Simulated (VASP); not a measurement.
# C (Fd-3m) in VASP: further runs, part 2 of 2

VASP 6.6.1.

## 3. Single point, LDA

This run uses another cell than the first one, of 5.51 Å³/atom, 0.976 times its volume.

INCAR reads:

```
SYSTEM = C
PREC = Accurate ; ENCUT = 600
EDIFF = 1E-6 ; ISMEAR = 0
SIGMA = 0.02 ; LREAL = .False.
LASPH = .True. ; NELM = 120
ALGO = Normal ; ISIF = 2
LWAVE = .False. ; LCHARG = .False.
GGA = CA ; NBANDS = 11
GGA_COMPAT = .False.
```

KPOINTS reads:

```
regular mesh
0
Gamma
  12 12 12
  0 0 0
```

POSCAR reads:

```
C
1.0
    0.0000000000      1.7657234630      1.7657234630
    1.7657234630      0.0000000000      1.7657234630
    1.7657234630      1.7657234630      0.0000000000
C
2
Direct
    0.0000000000      0.0000000000      0.0000000000
    0.2500000000      0.2500000000      0.2500000000
```

Potentials or basis: VASP PAW LDA potentials, release 64 (C).

Command:

```bash
$ cat potpaw_LDA.64/C/POTCAR > POTCAR
$ mpirun -np 1 vasp_std > vasp.out
```

OUTCAR:

```text
SYSTEM = C
   PREC = Accurate
   ENCUT = 600
   EDIFF = 1E-6
   ISMEAR = 0
   LREAL = .False.
   LASPH = .True.
   NELM = 120
   ISIF = 2
   GGA = CA

 ion  position               nearest neighbor table
   1  0.000  0.000  0.000-   2 1.53   2 1.53   2 1.53   2 1.53
   2  0.250  0.250  0.250-   1 1.53   1 1.53   1 1.53   1 1.53

  LATTYP: Found a face centered cubic cell.
 ALAT       =     3.5314469260

  Lattice vectors:

 A1 = (   0.0000000000,   1.7657234630,   1.7657234630)
 A2 = (   1.7657234630,   0.0000000000,   1.7657234630)
 A3 = (   1.7657234630,   1.7657234630,   0.0000000000)

Analysis of symmetry for initial positions (statically):
=====================================================================
 Subroutine PRICEL returns:
 Original cell was already a primitive cell.

 Routine SETGRP: Setting up the symmetry group for a
 face centered cubic supercell.

 Subroutine GETGRP returns: Found 48 space group operations
 (whereof 24 operations were pure point group operations)
 out of a pool of 48 trial point group operations.

The static configuration has the point symmetry T_d .
 The point group associated with its full space group is O_h .

Analysis of symmetry for dynamics (positions and initial velocities):
=====================================================================
 Subroutine PRICEL returns:
 Original cell was already a primitive cell.

 Routine SETGRP: Setting up the symmetry group for a
 face centered cubic supercell.

 Subroutine GETGRP returns: Found 48 space group operations
 (whereof 24 operations were pure point group operations)
 out of a pool of 48 trial point group operations.

The dynamic configuration has the point symmetry T_d .
 The point group associated with its full space group is O_h .

 Subroutine INISYM returns: Found 48 space group operations
 (whereof 24 operations are pure point group operations),
 and found     1 'primitive' translations

----------------------------------------------------------------------------------------

                                     Primitive cell

  volume of cell :      11.0103

  direct lattice vectors                    reciprocal lattice vectors
     0.000000000  1.765723463  1.765723463    -0.283170049  0.283170049  0.283170049
     1.765723463  0.000000000  1.765723463     0.283170049 -0.283170049  0.283170049
     1.765723463  1.765723463  0.000000000     0.283170049  0.283170049 -0.283170049

  length of vectors
     2.497110069  2.497110069  2.497110069     0.490464913  0.490464913  0.490464913

  position of ions in fractional coordinates (direct lattice)
     0.000000000  0.000000000  0.000000000
     0.250000000  0.250000000  0.250000000

  ion indices of the primitive-cell ions
   primitive index   ion index
                 1           1
                 2           2

----------------------------------------------------------------------------------------

 KPOINTS: regular mesh

Automatic generation of k-mesh.
 Grid dimensions read from file:
[... 23 lines left out ...]
  0.083333  0.000000  0.000000      8.000000
  0.166667  0.000000  0.000000      8.000000
  0.250000  0.000000  0.000000      8.000000
  0.333333  0.000000  0.000000      8.000000
  0.416667  0.000000  0.000000      8.000000
[... 16 lines left out ...]
  0.500000  0.166667  0.000000     24.000000
 -0.416667  0.166667  0.000000     24.000000
 [... further k-points ...]
   k-points           NKPTS =     72   k-points in BZ     NKDIM =     72   number of bands    NBANDS=     11
   number of dos      NEDOS =    301   number of ions     NIONS =      2
   total plane-waves  NPLWV =   8000
   dimension x,y,z NGX =    20 NGY =   20 NGZ =   20
   dimension x,y,z NGXF=    40 NGYF=   40 NGZF=   40
   ions per type =               2
   NGX,Y,Z   is equivalent  to a cutoff of  13.32, 13.32, 13.32 a.u.
   NGXF,Y,Z  is equivalent  to a cutoff of  26.63, 26.63, 26.63 a.u.
 SYSTEM =  C
   PREC   = accura    normal or accurate (medium, high low for compatibility)
   ISTART =      0    job   : 0-new  1-cont  2-samecut
   ICHARG =      2    charge: 1-file 2-atom 10-const
   ISPIN  =      1    spin polarized calculation?
   LNONCOLLINEAR =      F non collinear calculations
   LSORBIT =      F    spin-orbit coupling
   LASPH  =      T    aspherical Exc in radial PAW
   ENCUT  =  600.0 eV  44.10 Ry    6.64 a.u.   4.99  4.99  4.99*2*pi/ulx,y,z
   NELM   =    120;   NELMIN=  2; NELMDL= -5     # of ELM steps
   EDIFF  = 0.1E-05   stopping-criterion for ELM
   LREAL  =      F    real-space projection
   EDIFFG = 0.1E-04   stopping-criterion for IOM
   NSW    =      0    number of steps for IOM
   IBRION =     -1    ionic relax: 0-MD 1-quasi-New 2-CG
   NFREE  =      0    steps in history (QN), initial steepest desc. (CG)
   ISIF   =      2    stress and relaxation
   ISYM   =      2    0-nonsym 1-usesym 2-fastsym
   POTIM  = 0.5000    time-step for ionic-motion
   TEBEG  =    0.0;   TEEND  =   0.0 temperature during run
   PSTRESS=    0.0 pullay stress
   NELECT =       8.0000    total number of electrons
   NUPDOWN=      -1.0000    fix difference up-down
   EMIN   =  10.00;   EMAX   =-10.00  energy-range for DOS
   EFERMI =   0.00;   METHOD = LEGACY
   ISMEAR =     0;   SIGMA  =   0.02  broadening in eV -4-tet -1-fermi 0-gaus
   EFERMI_NEDOS =   21; number of points for ismear=-14 and -15
   IALGO  =     38    algorithm
   IMIX   =      4    mixing-type and parameters
     AMIX     =   0.40;   BMIX     =  1.00
     AMIX_MAG =   1.60;   BMIX_MAG =  1.00
  volume/ion in A,a.u.               =       5.51        37.15
  Fermi-wavevector in a.u.,A,eV,Ry     =   1.471766  2.781235 29.471519  2.166096
  Thomas-Fermi vector in A             =   2.586862
   LORBIT       =      0    0 simple, 1 ext, 2 COOP (PROOUT), +10 PAW based schemes
   GGA     = CA    functional components
   LHFCALC =     F    Hartree Fock is set to
   AEXX    =    0.0000 exact exchange contribution
   IVDW    =     0    specifies the selected vdW correction
   LEPSILON=     F    determine dielectric tensor
   LRPA    =     F    only Hartree local field effects (RPA)
 non-spin polarized calculation
 Gauss-broadening in eV      SIGMA  =   0.02
  energy-cutoff  :      600.00
  volume of cell :       11.01
 maximum number of plane-waves:       380
   NGX =  9   NGY =  9   NGZ =  9

 number of electron       7.9999998 magnetization

 Free energy of the ion-electron system (eV)
  ---------------------------------------------------
  ext. energy  EPLUGINS =         0.00000000
  ---------------------------------------------------
  free energy    TOTEN  =       -20.25205694 eV

  energy without entropy =      -20.25205694  energy(sigma->0) =      -20.25205694

 E-fermi :  10.4210     XC(G=0): -13.6444

 val. band max:       10.1633044539   @ k =   0.0000   0.0000   0.0000
 cond. band min:      14.3613472342   @ k =   0.3333   0.3333   0.0000
 fundamental gap:      4.1980427802
 Fermi energy:        10.4209514335

 k-point     1 :       0.0000    0.0000    0.0000
  band No.  band energies     occupation
      1     -11.5561      2.00000
      2      10.1633      2.00000
      3      10.1633      2.00000
      4      10.1633      2.00000
      5      15.7902      0.00000
      6      15.7902      0.00000
      7      15.7902      0.00000
      8      24.4067      0.00000
      9      29.5636      0.00000
     10      37.1311      0.00000
     11      37.1311      0.00000
[... 309 lines left out ...]
 k-point    24 :      -0.4167    0.1667    0.0000
  band No.  band energies     occupation
      1      -5.1603      2.00000
      2      -2.6235      2.00000
      3       4.6071      2.00000
      4       6.4819      2.00000
      5      17.7607      0.00000
      6      20.5027      0.00000
      7      21.8134      0.00000
      8      25.7640      0.00000
      9      29.6689      0.00000
     10      34.5577      0.00000
     11      34.9821      0.00000

 [... further k-points ...]

------------------------ aborting loop because EDIFF is reached ----------------------------------------

  FORCE on cell =-STRESS in cart. coord.  units (eV):
  Direction    XX          YY          ZZ          XY          YZ          ZX
  --------------------------------------------------------------------------------------
  -------------------------------------------------------------------------------------
  Total        0.0651087      0.0651087      0.0651087     -0.0000000     -0.0000000      0.0000000
  in kB        9.4743964      9.4743964      9.4743964     -0.0000000     -0.0000000      0.0000000
  external PRESSURE =       9.4743964 kB  Pullay stress =       0.0000000 kB

 VOLUME and BASIS-vectors are now :
 -----------------------------------------------------------------------------
  energy-cutoff  :      600.00
  volume of cell :       11.01
      direct lattice vectors                 reciprocal lattice vectors
     0.000000000  1.765723463  1.765723463    -0.283170049  0.283170049  0.283170049
     1.765723463  0.000000000  1.765723463     0.283170049 -0.283170049  0.283170049
     1.765723463  1.765723463  0.000000000     0.283170049  0.283170049 -0.283170049

 POSITION                                       TOTAL-FORCE (eV/Angst)
 -----------------------------------------------------------------------------------
      0.00000      0.00000      0.00000         0.000000      0.000000      0.000000
      0.88286      0.88286      0.88286        -0.000000     -0.000000     -0.000000
 -----------------------------------------------------------------------------------
    total drift:                                0.000000      0.000000      0.000000

  FREE ENERGIE OF THE ION-ELECTRON SYSTEM (eV)
  ---------------------------------------------------
  free  energy   TOTEN  =       -20.2520569420 eV

  energy  without entropy=      -20.2520569420  energy(sigma->0) =      -20.25205694
```

OSZICAR:

```text
N       E                     dE             d eps       ncg     rms          rms(c)
DAV:   1     0.979262419840E+00    0.97926E+00   -0.52515E+03  1608   0.803E+02
DAV:   2    -0.206863333773E+02   -0.21666E+02   -0.21049E+02  2042   0.138E+02
DAV:   3    -0.211186774913E+02   -0.43234E+00   -0.43121E+00  1871   0.145E+01
DAV:   4    -0.211194774183E+02   -0.79993E-03   -0.79991E-03  1707   0.781E-01
DAV:   5    -0.211194785903E+02   -0.11719E-05   -0.11720E-05  1830   0.280E-02    0.589E+00
DAV:   6    -0.204759848415E+02    0.64349E+00   -0.34361E-01  1623   0.409E+00    0.341E+00
DAV:   7    -0.202521568144E+02    0.22383E+00   -0.40741E-01  1731   0.447E+00    0.749E-01
DAV:   8    -0.202520713900E+02    0.85424E-04   -0.10127E-02  1662   0.834E-01    0.293E-02
DAV:   9    -0.202520554392E+02    0.15951E-04   -0.37860E-05  1779   0.487E-02    0.209E-02
DAV:  10    -0.202520570205E+02   -0.15813E-05   -0.22425E-06  1729   0.125E-02    0.497E-03
DAV:  11    -0.202520569420E+02    0.78509E-07   -0.92927E-08   875   0.234E-03
   1 F= -.20252057E+02 E0= -.20252057E+02  d E =-.165362E-76
```

Wall time 4.3 s (1 thread of AMD EPYC 9R45 (Zen 5), shared host); peak memory 0.08 GiB.

What came out:

- Free energy: -20.2521 eV
- Pressure: 0.9 GPa
- Band gap on the k mesh: 4.20 eV, indirect (least direct gap 5.63 eV)

Levels at points of the mesh, in eV from the valence-band top:
```csv
k point,band 2,band 3,band 4,band 5,band 6,band 7
"(0.00, 0.00, 0.00)",0.00,0.00,0.00,5.63,5.63,5.63
"(0.50, 0.00, 0.00)",-13.69,-2.87,-2.87,8.51,8.51,9.42
"(0.50, 0.50, 0.00)",-12.82,-6.47,-6.47,4.77,4.77,17.08
```

## 4. Single point, LDA

This run uses another cell than the first one, of 5.51 Å³/atom, 0.976 times its volume.

INCAR reads:

```
ALGO = Normal ; EDIFF = 1E-6
ENCUT = 600 ; GGA = CA
GGA_COMPAT = False ; ISIF = 2
ISMEAR = 0 ; LASPH = True
LCHARG = True ; LELF = True
LREAL = False ; LVHAR = True
LWAVE = False ; NBANDS = 11
NELM = 120 ; PREC = Accurate
SIGMA = 0.02
```

KPOINTS reads:

```
k-points
0
Gamma
  12 12 12
```

POSCAR is that of step 3.

Command:

```bash
$ cat potpaw_LDA.64/C/POTCAR > POTCAR
$ mpirun -np 1 vasp_std > vasp.out
```

It took 4.6 s on 1 thread of AMD EPYC 9R45 (Zen 5), shared host; peak memory 0.08 GiB.

It converged, with:

```yaml
Free_energy: -20.2521 eV
Pressure: 0.9 GPa
Band_gap_on_the_k_mesh: 4.20 eV, indirect (least direct gap 5.63 eV)
```

Levels at points of the mesh, in eV from the valence-band top:
| k point | band 1 | band 2 | band 3 | band 4 | band 5 | band 6 | band 7 | band 8 |
| --- | --- | --- | --- | --- | --- | --- | --- | --- |
| (0.00, 0.00, 0.00) | -21.72 | 0.00 | 0.00 | 0.00 | 5.63 | 5.63 | 5.63 | 14.24 |
| (0.50, 0.00, 0.00) | -15.71 | -13.69 | -2.87 | -2.87 | 8.51 | 8.51 | 9.42 | 15.68 |
| (0.50, 0.50, 0.00) | -12.82 | -12.82 | -6.47 | -6.47 | 4.77 | 4.77 | 17.08 | 17.08 |

A k mesh can miss the band edges. LDA gaps usually lie below the measured ones, often by a third to a half.
